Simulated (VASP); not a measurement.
# Cr in VASP: further runs

Cr is run at these levels: PBE; tasks: single point.

Everything below comes from runs of VASP 6.6.1. Logs are shortened: lines on timing, memory, paths and dates and some standing lists are left out, and cuts for length are marked.

**1. The cell of the first run**

The cell holds a slab with vacuum, 1 atom: a = 2.849 Å, b = 2.849 Å, c = 11.000 Å, α = 90.00°, β = 90.00°, γ = 90.00°.

**2. Single point, PBE, collinear spin, ferromagnetic start**

Contents of INCAR:

```
SYSTEM = Cr
PREC = Accurate
ENCUT = 520
EDIFF = 1E-7
ISMEAR = -1
SIGMA = 0.1
LREAL = .False.
LASPH = .True.
NELM = 150
ALGO = Normal
ISIF = 2
LWAVE = .False.
LCHARG = .False.
ISPIN = 2
MAGMOM = 2
LORBIT = 11
LMAXMIX = 4
LDIPOL = .True.
IDIPOL = 3
DIPOL = 0.5 0.5 0.500
GGA = PE
NBANDS = 16
```

Contents of KPOINTS:

```
Automatic mesh
0
Gamma
  14 14 1
  0 0 0
```

Contents of POSCAR:

```
Cr
1.0
    2.8486260748      0.0000000000      0.0000000000
    0.0000000000      2.8486260748      0.0000000000
    0.0000000000      0.0000000000     11.0000000000
Cr
1
Direct
    0.0000000000      0.0000000000      0.5000000000
```

Potentials or basis: VASP PAW PBE potentials, release 64 (Cr_pv).

Run with:

```
$ cat potpaw_PBE.64/Cr_pv/POTCAR > POTCAR
$ mpirun -np 1 vasp_std > vasp.out
```

OUTCAR:

```text
SYSTEM = Cr
   PREC = Accurate
   ENCUT = 520
   EDIFF = 1E-7
   ISMEAR = -1
   LREAL = .False.
   LASPH = .True.
   NELM = 150
   ISIF = 2
   ISPIN = 2
   LORBIT = 11
   GGA = PE

 ion  position               nearest neighbor table
   1  0.000  0.000  0.500-

  LATTYP: Found a simple tetragonal cell.
 ALAT       =     2.8486260748
 C/A-ratio  =     3.8615106761

  Lattice vectors:

 A1 = (   2.8486260748,   0.0000000000,   0.0000000000)
 A2 = (   0.0000000000,   2.8486260748,   0.0000000000)
 A3 = (   0.0000000000,   0.0000000000,  11.0000000000)

Analysis of symmetry for initial positions (statically):
=====================================================================
 Subroutine PRICEL returns:
 Original cell was already a primitive cell.

 Routine SETGRP: Setting up the symmetry group for a
 simple tetragonal supercell.

 Subroutine GETGRP returns: Found 16 space group operations
 (whereof 16 operations were pure point group operations)
 out of a pool of 16 trial point group operations.

The static configuration has the point symmetry D_4h.

Analysis of symmetry for dynamics (positions and initial velocities):
=====================================================================
 Subroutine PRICEL returns:
 Original cell was already a primitive cell.

 Routine SETGRP: Setting up the symmetry group for a
 simple tetragonal supercell.

 Subroutine GETGRP returns: Found 16 space group operations
 (whereof 16 operations were pure point group operations)
 out of a pool of 16 trial point group operations.

The dynamic configuration has the point symmetry D_4h.

Analysis of structural, dynamic, and magnetic symmetry:
=====================================================================
 Subroutine PRICEL returns:
 Original cell was already a primitive cell.

 Routine SETGRP: Setting up the symmetry group for a
 simple tetragonal supercell.

 Subroutine GETGRP returns: Found 16 space group operations
 (whereof 16 operations were pure point group operations)
 out of a pool of 16 trial point group operations.

The overall configuration has the point symmetry D_4h.

 Subroutine INISYM returns: Found 16 space group operations
 (whereof 16 operations are pure point group operations),
 and found     1 'primitive' translations

[... 111 lines left out ...]
     AMIX     =   0.40;   BMIX     =  1.00
     AMIX_MAG =   1.60;   BMIX_MAG =  1.00
  volume/ion in A,a.u.               =      89.26       602.37
  Fermi-wavevector in a.u.,A,eV,Ry     =   0.838650  1.584819  9.569436  0.703334
  Thomas-Fermi vector in A             =   1.952739
   LORBIT       =     11    0 simple, 1 ext, 2 COOP (PROOUT), +10 PAW based schemes
   GGA     = PE    functional components
   LHFCALC =     F    Hartree Fock is set to
   AEXX    =    0.0000 exact exchange contribution
   IVDW    =     0    specifies the selected vdW correction
   LEPSILON=     F    determine dielectric tensor
   LRPA    =     F    only Hartree local field effects (RPA)
 spin polarized calculation
  energy-cutoff  :      520.00
  volume of cell :       89.26
 maximum number of plane-waves:      2430
 NGX is ok and might be reduce to    24
   NGX = 11   NGY = 11   NGZ = 41

 dipolmoment           0.000000      0.000000     -0.000000 electrons x Angstroem

 number of electron      11.9999997 magnetization       4.8595120

 dipolmoment           0.000000      0.000000      0.000000 electrons x Angstroem

 Free energy of the ion-electron system (eV)
  ---------------------------------------------------
  ext. energy  EPLUGINS =         0.00000000
  ---------------------------------------------------
  free energy    TOTEN  =        -6.73853601 eV

  energy without entropy =       -6.68922072  energy(sigma->0) =       -6.71387837

 E-fermi :  -1.7288     XC(G=0):  -3.7498

 val. band max:       -1.7443014240   @ k =   0.4286   0.0714   0.0000
 cond. band min:      -1.7277039802   @ k =   0.5000   0.3571   0.0000
 fundamental gap:      0.0165974438
 Fermi energy:        -1.7287679548

 spin component 1

 k-point     1 :       0.0000    0.0000    0.0000
  band No.  band energies     occupation
      1     -45.4853      1.00000
      2     -45.4853      1.00000
      3     -45.4486      1.00000
      4      -6.5121      1.00000
      5      -4.1149      1.00000
      6      -3.1635      1.00000
[... 435 lines left out ...]
      5      -3.2763      1.00000
      6      -3.0316      1.00000
[... 8 lines left out ...]
     15       7.4144      0.00000
     16       7.9422      0.00000

 [... further k-points ...]

 spin component 2

 k-point     1 :       0.0000    0.0000    0.0000
  band No.  band energies     occupation
      1     -41.5072      1.00000
      2     -41.5072      1.00000
      3     -41.3086      1.00000
      4      -4.7765      1.00000
      5      -0.7982      0.00009
      6      -0.3659      0.00000
[... 435 lines left out ...]
      5      -0.0298      0.00000
      6       0.2015      0.00000
[... 8 lines left out ...]
     15       9.1155      0.00000
     16      10.3327      0.00000

 [... further k-points ...]

------------------------ aborting loop because EDIFF is reached ----------------------------------------

 vacuum level on the upper side and lower side of the slab       (xc-potential included)        -0.412        -0.412

  FORCE on cell =-STRESS in cart. coord.  units (eV):
  Direction    XX          YY          ZZ          XY          YZ          ZX
  --------------------------------------------------------------------------------------
  -------------------------------------------------------------------------------------
  Total       -0.1116028     -0.1116028     -0.0097004      0.0000000     -0.0000000      0.0000000
  in kB       -2.0031897     -2.0031897     -0.1741149      0.0000000     -0.0000000      0.0000000
  external PRESSURE =      -1.3934981 kB  Pullay stress =       0.0000000 kB

 VOLUME and BASIS-vectors are now :
 -----------------------------------------------------------------------------
  energy-cutoff  :      520.00
  volume of cell :       89.26
      direct lattice vectors                 reciprocal lattice vectors
     2.848626075  0.000000000  0.000000000     0.351046425  0.000000000  0.000000000
     0.000000000  2.848626075  0.000000000     0.000000000  0.351046425  0.000000000
     0.000000000  0.000000000 11.000000000     0.000000000  0.000000000  0.090909091

 POSITION                                       TOTAL-FORCE (eV/Angst)
 -----------------------------------------------------------------------------------
      0.00000      0.00000      5.50000         0.000000      0.000000      0.000000
 -----------------------------------------------------------------------------------
    total drift:                                0.000000     -0.000000      0.000000

  FREE ENERGIE OF THE ION-ELECTRON SYSTEM (eV)
  ---------------------------------------------------
  free  energy   TOTEN  =        -6.7385360125 eV

  energy  without entropy=       -6.6892207212  energy(sigma->0) =       -6.71387837

 vacuum level on the upper side and lower side of the slab         1.783         1.783

 total charge

# of ion       s       p       d       tot
------------------------------------------
    1        0.310   6.078   4.101  10.489

 magnetization (x)

# of ion       s       p       d       tot
------------------------------------------
    1        0.074   0.059   3.993   4.126
```

Wall time 73 s (1 thread of Intel Xeon 6975P-C (Granite Rapids), shared host); peak memory 0.27 GiB.

What came out:

```
Free energy                                           : -6.7385 eV
Net moment                                            : 4.86 μB per cell
Site moments                                          : Cr +4.13 μB
Valence electrons inside the program's atomic spheres : Cr 10.49
```

Levels at points of the mesh, in eV from the Fermi level:
Spin up:
```
           k point  band 5  band 6  band 7  band 8  band 9  band 10  band 11  band 12
(0.00, 0.00, 0.00)   -2.39   -1.43   -0.29   -0.29    0.05     0.09     3.29     5.30
(0.50, 0.00, 0.00)   -1.89   -0.77   -0.70   -0.17    0.07     2.85     4.32     6.38
(0.50, 0.50, 0.00)   -1.40   -1.40   -0.45    0.70    4.18     4.18     6.38     7.84
```
Spin down:
```
           k point  band 1  band 2  band 3  band 4  band 5  band 6  band 7  band 8
(0.00, 0.00, 0.00)  -39.78  -39.78  -39.58   -3.05    0.93    1.36    1.70    3.59
(0.50, 0.00, 0.00)  -39.96  -39.76  -39.56    0.45    1.32    1.46    2.75    2.92
(0.50, 0.50, 0.00)  -39.94  -39.94  -39.55    0.09    2.15    2.15    3.34    4.49
```

**3. Single point, PBE, collinear spin, ferromagnetic start**

This run uses another cell than the first one.

Contents of INCAR:

```
SYSTEM = Cr
ALGO     = Normal         ! electronic algorithm
DIPOL    = 0.5 0.5 0.500
EDIFF    = 1E-6           ! SCF threshold, eV
ENCUT    = 520            ! plane-wave cutoff, eV
GGA      = PE             ! functional
IDIPOL   = 3            
ISIF     = 2              ! what is computed and relaxed
ISMEAR   = -1             ! smearing method
ISPIN    = 2              ! spin polarisation
LASPH    = .True.         ! aspherical terms in the spheres
LCHARG   = .False.        ! write CHGCAR
LDIPOL   = .True.       
LMAXMIX  = 4              ! l up to which the mixer works
LORBIT   = 11             ! projections on sites
LREAL    = .False.        ! projectors in reciprocal space
LWAVE    = .False.        ! write WAVECAR
MAGMOM   = 2              ! initial moments
NBANDS   = 16             ! bands
NELM     = 150            ! most SCF steps
PREC     = Accurate       ! precision mode
SIGMA    = 0.1            ! smearing width, eV
```

Contents of KPOINTS:

```
k-points
0
Gamma
  14 14 1
  0 0 0
```

POSCAR, as its differences from that of step 2:

```diff
@@ -4,3 +4,3 @@
     0.0000000000      2.8486260748      0.0000000000
-    0.0000000000      0.0000000000     11.0000000000
+    0.0000000000      0.0000000000     16.0000000000
 Cr
```

Potentials or basis: VASP PAW PBE potentials, release 64 (Cr_pv).

Run with:

```
$ cat potpaw_PBE.64/Cr_pv/POTCAR > POTCAR
$ mpirun -np 1 vasp_std > vasp.out
```

OUTCAR:

```text
SYSTEM = Cr
   EDIFF = 1E-6
   ENCUT = 520
   GGA = PE
   ISIF = 2
   ISMEAR = -1
   ISPIN = 2
   LASPH = .True.
   LORBIT = 11
   LREAL = .False.
   NELM = 150
   PREC = Accurate

 ion  position               nearest neighbor table
   1  0.000  0.000  0.500-

  LATTYP: Found a simple tetragonal cell.
 ALAT       =     2.8486260748
 C/A-ratio  =     5.6167428016

  Lattice vectors:

 A1 = (   2.8486260748,   0.0000000000,   0.0000000000)
 A2 = (   0.0000000000,   2.8486260748,   0.0000000000)
 A3 = (   0.0000000000,   0.0000000000,  16.0000000000)

Analysis of symmetry for initial positions (statically):
=====================================================================
 Subroutine PRICEL returns:
 Original cell was already a primitive cell.

 Routine SETGRP: Setting up the symmetry group for a
 simple tetragonal supercell.

 Subroutine GETGRP returns: Found 16 space group operations
 (whereof 16 operations were pure point group operations)
[... 646 lines left out ...]

 k-point     1 :       0.0000    0.0000    0.0000
  band No.  band energies     occupation
      1     -42.2097      1.00000
      2     -42.2097      1.00000
      3     -42.0109      1.00000
      4      -5.4799      1.00000
      5      -1.5006      0.00009
      6      -1.0926      0.00000
[... 435 lines left out ...]
      5      -0.7333      0.00000
      6      -0.5011      0.00000
[... 8 lines left out ...]
     15       8.0210      0.00000
     16       8.3705      0.00000

 [... further k-points ...]

------------------------ aborting loop because EDIFF is reached ----------------------------------------

 vacuum level on the upper side and lower side of the slab       (xc-potential included)        -0.001        -0.001

  FORCE on cell =-STRESS in cart. coord.  units (eV):
  Direction    XX          YY          ZZ          XY          YZ          ZX
  --------------------------------------------------------------------------------------
  -------------------------------------------------------------------------------------
  Total       -0.1364177     -0.1364177     -0.0399724      0.0000000      0.0000000      0.0000000
  in kB       -1.6834122     -1.6834122     -0.4932643      0.0000000      0.0000000      0.0000000
  external PRESSURE =      -1.2866962 kB  Pullay stress =       0.0000000 kB

 VOLUME and BASIS-vectors are now :
 -----------------------------------------------------------------------------
  energy-cutoff  :      520.00
  volume of cell :      129.83
      direct lattice vectors                 reciprocal lattice vectors
     2.848626075  0.000000000  0.000000000     0.351046425  0.000000000  0.000000000
     0.000000000  2.848626075  0.000000000     0.000000000  0.351046425  0.000000000
     0.000000000  0.000000000 16.000000000     0.000000000  0.000000000  0.062500000

 POSITION                                       TOTAL-FORCE (eV/Angst)
 -----------------------------------------------------------------------------------
      0.00000      0.00000      8.00000         0.000000      0.000000      0.000000
 -----------------------------------------------------------------------------------
    total drift:                                0.000000      0.000000      0.000000

  FREE ENERGIE OF THE ION-ELECTRON SYSTEM (eV)
  ---------------------------------------------------
  free  energy   TOTEN  =        -6.7382537068 eV

  energy  without entropy=       -6.6888936019  energy(sigma->0) =       -6.71357365

 vacuum level on the upper side and lower side of the slab         1.558         1.558

 total charge

# of ion       s       p       d       tot
------------------------------------------
    1        0.310   6.078   4.101  10.489

 magnetization (x)

# of ion       s       p       d       tot
------------------------------------------
    1        0.074   0.059   3.993   4.126
```

It took 2.7 min on 1 thread of Intel Xeon 6975P-C (Granite Rapids), shared host; peak memory 0.34 GiB.

What came out:

| Item | Value |
| --- | --- |
| Free energy | -6.7383 eV |
| Net moment | 4.86 μB per cell |
| Site moments | Cr +4.13 μB |
| Valence electrons inside the program's atomic spheres | Cr 10.49 |

**4. Single point, PBE, collinear spin, ferromagnetic start**

This run uses another cell than the first one.

Contents of INCAR:

```
SYSTEM = Cr
PREC = Accurate
ENCUT = 520
EDIFF = 1E-6
ISMEAR = -1
SIGMA = 0.1
LREAL = .FALSE.
LASPH = .TRUE.
NELM = 150
ALGO = Normal
ISIF = 2
LWAVE = .FALSE.
LCHARG = .FALSE.
ISPIN = 2
MAGMOM = 2
LORBIT = 11
LMAXMIX = 4
LDIPOL = .TRUE.
IDIPOL = 3
DIPOL = 0.5 0.5 0.500
GGA = PE
EFIELD = -0.3
NBANDS = 16
```

Contents of KPOINTS:

```
Automatic mesh
0
G
  14 14 1
  0 0 0
```

POSCAR is that of step 3.

Potentials or basis: VASP PAW PBE potentials, release 64 (Cr_pv).

Run with:

```
$ cat potpaw_PBE.64/Cr_pv/POTCAR > POTCAR
$ mpirun -np 1 vasp_std > vasp.out
```

OUTCAR:

```text
SYSTEM = Cr
   PREC = Accurate
   ENCUT = 520
   EDIFF = 1E-6
   ISMEAR = -1
   LREAL = .FALSE.
   LASPH = .TRUE.
   NELM = 150
   ISIF = 2
   ISPIN = 2
   LORBIT = 11
   GGA = PE

 ion  position               nearest neighbor table
   1  0.000  0.000  0.500-

  LATTYP: Found a simple tetragonal cell.
 ALAT       =     2.8486260748
 C/A-ratio  =     5.6167428016

  Lattice vectors:

 A1 = (   2.8486260748,   0.0000000000,   0.0000000000)
 A2 = (   0.0000000000,   2.8486260748,   0.0000000000)
 A3 = (   0.0000000000,   0.0000000000,  16.0000000000)

Analysis of symmetry for initial positions (statically):
=====================================================================
 Subroutine PRICEL returns:
 Original cell was already a primitive cell.

 Routine SETGRP: Setting up the symmetry group for a
 simple tetragonal supercell.

 Subroutine GETGRP returns: Found 16 space group operations
 (whereof 16 operations were pure point group operations)
[... 647 lines left out ...]

 k-point     1 :       0.0000    0.0000    0.0000
  band No.  band energies     occupation
      1     -42.2203      1.00000
      2     -42.2203      1.00000
      3     -42.0224      1.00000
      4      -5.4906      1.00000
      5      -1.5121      0.00009
      6      -1.1528      0.00000
[... 435 lines left out ...]
      5      -0.7443      0.00000
      6      -0.5121      0.00000
[... 8 lines left out ...]
     15       8.0708      0.00000
     16       8.3134      0.00000

 [... further k-points ...]

------------------------ aborting loop because EDIFF is reached ----------------------------------------

 vacuum level on the upper side and lower side of the slab       (xc-potential included)         1.811        -1.814

  FORCE on cell =-STRESS in cart. coord.  units (eV):
  Direction    XX          YY          ZZ          XY          YZ          ZX
  --------------------------------------------------------------------------------------
  -------------------------------------------------------------------------------------
  Total       -0.1215990     -0.1215990     -0.0397178      0.0000000     -0.0000000      0.0000000
  in kB       -1.5005472     -1.5005472     -0.4901224      0.0000000     -0.0000000      0.0000000
  external PRESSURE =      -1.1637389 kB  Pullay stress =       0.0000000 kB

 VOLUME and BASIS-vectors are now :
 -----------------------------------------------------------------------------
  energy-cutoff  :      520.00
  volume of cell :      129.83
      direct lattice vectors                 reciprocal lattice vectors
     2.848626075  0.000000000  0.000000000     0.351046425  0.000000000  0.000000000
     0.000000000  2.848626075  0.000000000     0.000000000  0.351046425  0.000000000
     0.000000000  0.000000000 16.000000000     0.000000000  0.000000000  0.062500000

 POSITION                                       TOTAL-FORCE (eV/Angst)
 -----------------------------------------------------------------------------------
      0.00000      0.00000      8.00000         0.000000      0.000000     -0.000042
 -----------------------------------------------------------------------------------
    total drift:                                0.000000     -0.000000     -0.000042

  FREE ENERGIE OF THE ION-ELECTRON SYSTEM (eV)
  ---------------------------------------------------
  free  energy   TOTEN  =        -6.7453296680 eV

  energy  without entropy=       -6.6960620207  energy(sigma->0) =       -6.72069584

 vacuum level on the upper side and lower side of the slab         3.356        -0.231

 total charge

# of ion       s       p       d       tot
------------------------------------------
    1        0.310   6.078   4.101  10.489

 magnetization (x)

# of ion       s       p       d       tot
------------------------------------------
    1        0.074   0.059   3.994   4.127
```

Wall time 2.3 min (1 thread of Intel Xeon 6975P-C (Granite Rapids), shared host); peak memory 0.34 GiB.

What came out:

```yaml
Free_energy: -6.7453 eV
Net_moment: 4.86 μB per cell
Site_moments: Cr +4.13 μB
Valence_electrons_inside_the_program's_atomic_spheres: Cr 10.49
```

Levels at points of the mesh, in eV from the Fermi level:
Spin up:
| k point | band 5 | band 6 | band 7 | band 8 | band 9 | band 10 | band 11 | band 12 |
| --- | --- | --- | --- | --- | --- | --- | --- | --- |
| (0.00, 0.00, 0.00) | -2.39 | -1.44 | -0.29 | -0.29 | 0.04 | 0.09 | 2.96 | 4.36 |
| (0.50, 0.00, 0.00) | -1.89 | -0.77 | -0.70 | -0.17 | 0.07 | 2.85 | 4.32 | 6.38 |
| (0.50, 0.50, 0.00) | -1.40 | -1.40 | -0.45 | 0.70 | 4.18 | 4.18 | 6.38 | 7.83 |
Spin down:
| k point | band 1 | band 2 | band 3 | band 4 | band 5 | band 6 | band 7 | band 8 |
| --- | --- | --- | --- | --- | --- | --- | --- | --- |
| (0.00, 0.00, 0.00) | -39.78 | -39.78 | -39.58 | -3.05 | 0.93 | 1.29 | 1.74 | 3.27 |
| (0.50, 0.00, 0.00) | -39.95 | -39.76 | -39.56 | 0.45 | 1.32 | 1.47 | 2.75 | 2.92 |
| (0.50, 0.50, 0.00) | -39.93 | -39.93 | -39.54 | 0.09 | 2.16 | 2.16 | 3.34 | 4.49 |

**5. The runs side by side**

```csv
cell,electric field (eV/Å),gap on the mesh (eV),moment (μB)
"a = 2.849, b = 2.849, c = 11.000 Å, 1 atom",-,none,4.86
"a = 2.849, b = 2.849, c = 16.000 Å, 1 atom",-,none,4.86
"a = 2.849, b = 2.849, c = 16.000 Å, 1 atom",-0.3 eV/Å,none,4.86
```

Alike in all rows: task single point; level PBE; potentials or basis VASP PAW PBE potentials, release 64 (Cr_pv); spin collinear, ferromagnetic start; k mesh 14 × 14 × 1; cutoff (eV) 520; smearing fermi-dirac 0.1 eV.

Absolute energies hang on the potentials; compare differences alone.
